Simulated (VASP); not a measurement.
# H12C11S10O6 in VASP: a series of runs, part 2 of 2

VASP 6.6.1. The steps go on from the part before.

## Step 3: Single point, PBE

Contents of INCAR:

```
SYSTEM = H12C11S10O6
PREC = Accurate ; ENCUT = 910
EDIFF = 1E-6 ; ISMEAR = -1
SIGMA = 0.02 ; LREAL = Auto
LASPH = .TRUE. ; NELM = 120
ALGO = Normal ; ISIF = 2
LWAVE = .FALSE. ; LCHARG = .TRUE.
GGA = PE ; LELF = .TRUE.
LVHAR = .TRUE. ; NBANDS = 101
GGA_COMPAT = .FALSE.
```

Contents of KPOINTS:

```
Automatic mesh
0
G
  1 1 1
  0 0 0
```

Contents of POSCAR:

```
H12C11S10O6
1.0
    8.8484930000      0.0000000000      0.0000000000
    0.0000000000      8.8484930000      0.0000000000
    0.0000000000      0.0000000000      8.8484930000
S C O H
10 11 6 12
Direct
    0.8864673340      0.4992262524      1.0856650957
    0.9251744902      0.4065098995      0.7469407502
    0.5590104439      0.6732219825      0.8476019589
    0.2925921962      0.5132399381      0.6808730029
    0.4929766006      0.3100188925      0.3143925186
    0.5899309634      0.2022717315     -0.0124540981
    0.0235520331      0.7404763726      0.4452509597
   -0.0820139655      0.9457316630      0.1814320246
    0.6677521246     -0.0246595663      0.6251346981
    0.4993844715     -0.0590609045      0.3266770963
    0.9108556677      0.4557499226      0.9155344306
    0.4235749523      0.5964857519      0.7662773763
    0.5454262099      0.2667007817      0.1466690430
   -0.0405153736      0.8501786688      0.3220322376
    0.5823025458     -0.0488218728      0.4782509293
    0.2645196193      0.6233716860      0.2192689761
    0.0020003406      0.7953105687      0.8761152888
    0.9150258694      0.2407076550      0.3761318453
    0.2325367721      0.0509126243      0.6607113776
    0.1767984673      0.2299035553     -0.0101147167
    0.6915640889      0.5666614643      0.4012886714
    0.2457819654      0.6619206231      0.0911228613
   -0.0745663697      0.9090361489      0.8473194249
    1.0191452940      0.2713456404      0.4575016333
    0.2516812750     -0.0821269791      0.6793021139
    0.1099622275      0.2347066331      0.1076906542
    0.6589257628      0.5810028894      0.5333224539
    0.3661640462      0.6500767984      0.2923548677
    0.1833419544      0.5418436789      0.2699668746
    0.0162513549      0.7579708771      0.9912309362
    0.0351246252      0.7253890578      0.7800424321
    0.9137601171      0.2460305953      0.2535233966
    0.8100136374      0.2147823364      0.4357465164
    0.1232978316      0.1085608589      0.6797089629
    0.3220887444      0.1175680424      0.6162405282
    0.2086117941      0.3213767587     -0.0882975214
    0.2219473983      0.1195570816     -0.0554444695
    0.6339497585      0.6288415440      0.3025825980
    0.7911177643      0.4916204375      0.3719955477
```

Potentials or basis: VASP PAW PBE potentials, release 64 (S, C_h, O_h, H_h).

Run with:

```bash
$ cat potpaw_PBE.64/S/POTCAR potpaw_PBE.64/C_h/POTCAR potpaw_PBE.64/O_h/POTCAR potpaw_PBE.64/H_h/POTCAR > POTCAR
$ mpirun -np 1 vasp_gam > vasp.out
```

OUTCAR:

```text
SYSTEM = H12C11S10O6
   PREC = Accurate
   ENCUT = 910
   EDIFF = 1E-6
   ISMEAR = -1
   LREAL = Auto
   LASPH = .TRUE.
   NELM = 120
   ISIF = 2
   GGA = PE

 ion  position               nearest neighbor table
   1  0.886  0.499  0.086-  11 1.57
   2  0.925  0.407  0.747-  11 1.56
   3  0.559  0.673  0.848-  12 1.55
   4  0.293  0.513  0.681-  12 1.57
   5  0.493  0.310  0.314-  13 1.60
   6  0.590  0.202  0.988-  13 1.57
   7  0.024  0.740  0.445-  14 1.57
   8  0.918  0.946  0.181-  14 1.55
   9  0.668  0.975  0.625-  15 1.52
[... 369 lines left out ...]
  Total        7.7598267      8.0476379      6.3863775      2.3201865     -1.6717585      0.6078175
  in kB       17.9454630     18.6110585     14.7692088      5.3656897     -3.8661277      1.4056456
  external PRESSURE =      17.1085768 kB  Pullay stress =       0.0000000 kB

 VOLUME and BASIS-vectors are now :
 -----------------------------------------------------------------------------
  energy-cutoff  :      910.00
  volume of cell :      692.80
      direct lattice vectors                 reciprocal lattice vectors
     8.848493000  0.000000000  0.000000000     0.113013595  0.000000000  0.000000000
     0.000000000  8.848493000  0.000000000     0.000000000  0.113013595  0.000000000
     0.000000000  0.000000000  8.848493000     0.000000000  0.000000000  0.113013595

 POSITION                                       TOTAL-FORCE (eV/Angst)
 -----------------------------------------------------------------------------------
      7.84390      4.41740      0.75801         0.014810     -0.017351     -0.687873
      8.18640      3.59700      6.60930        -0.034899      0.102627      0.286703
      4.94640      5.95700      7.50000        -0.460781     -0.145932      0.079695
      2.58900      4.54140      6.02470         0.243277      0.135321      0.056346
      4.36210      2.74320      2.78190         0.500551     -0.075985     -1.828907
      5.22000      1.78980      8.73829        -0.213123      0.480150      0.740030
[... 31 lines left out ...]
      5.60950      5.56430      2.67740         0.346187     -0.406530      0.758846
      7.00020      4.35010      3.29160        -0.428375      0.296050     -0.241490
 -----------------------------------------------------------------------------------
    total drift:                                0.002766      0.005929      0.004952

  FREE ENERGIE OF THE ION-ELECTRON SYSTEM (eV)
  ---------------------------------------------------
  free  energy   TOTEN  =      -215.8903950584 eV

  energy  without entropy=     -215.8903950584  energy(sigma->0) =     -215.89039506
```

It took 6.9 min on 1 thread of Intel Xeon Platinum 8375C at 2.90GHz (Ice Lake), shared host; peak memory 1.3 GiB.

Results:

| Property | Result |
| --- | --- |
| Free energy | -215.8904 eV |
| Pressure | 1.7 GPa |
| Largest force | 2.887 eV/Å |
| Band gap on the k mesh | 2.41 eV |

Forces on the atoms (eV/Å):
```
S    0.015 -0.017 -0.688
S   -0.035  0.103  0.287
S   -0.461 -0.146  0.080
S    0.243  0.135  0.056
S    0.501 -0.076 -1.829
S   -0.213  0.480  0.740
S   -0.323  0.385  0.143
S   -0.417  0.272  0.092
S    0.961  0.146  1.595
S   -0.750 -0.564 -1.240
C   -0.471 -0.022  0.275
C    0.218 -0.061  0.097
C   -0.462 -0.206  0.940
C    0.613 -0.625  0.069
C   -0.245  0.174 -0.369
C    0.216 -1.372  1.199
C   -1.959  1.580 -1.414
C   -1.211  0.099  0.799
C   -0.921 -0.224  0.004
C    1.072 -1.463 -0.990
C    0.464 -0.093 -0.195
O    0.225  0.935 -1.113
O    0.838 -0.659  0.498
O    1.845  0.295  0.212
O    0.026 -1.003  0.328
O   -0.123  0.454  0.515
O   -0.289  0.221 -0.454
H   -0.355  0.290 -0.372
H    0.012 -0.018  0.311
H    0.629 -0.225  0.670
H    0.606 -0.410 -0.083
H    0.296  0.071 -0.614
H   -0.924 -0.455 -0.236
H   -0.278  0.037  0.180
H    1.226  1.212 -0.544
H   -0.258  0.881  0.297
H   -0.230 -0.019  0.237
H    0.346 -0.407  0.759
H   -0.428  0.296 -0.241
```

Levels at points of the mesh, in eV from the valence-band top:
| k point | band 72 | band 73 | band 74 | band 75 | band 76 | band 77 | band 78 | band 79 | band 80 | band 81 |
| --- | --- | --- | --- | --- | --- | --- | --- | --- | --- | --- |
| (0.00, 0.00, 0.00) | -0.37 | -0.29 | -0.14 | -0.12 | 0.00 | 2.41 | 2.55 | 2.66 | 2.83 | 2.91 |

Caveat: the k points lie up to 0.71 Å⁻¹ apart; the cutoff is under 1.25 times the usual one of these potentials, so pressure, stress and relaxed cells hold a basis-set (Pulay) error.
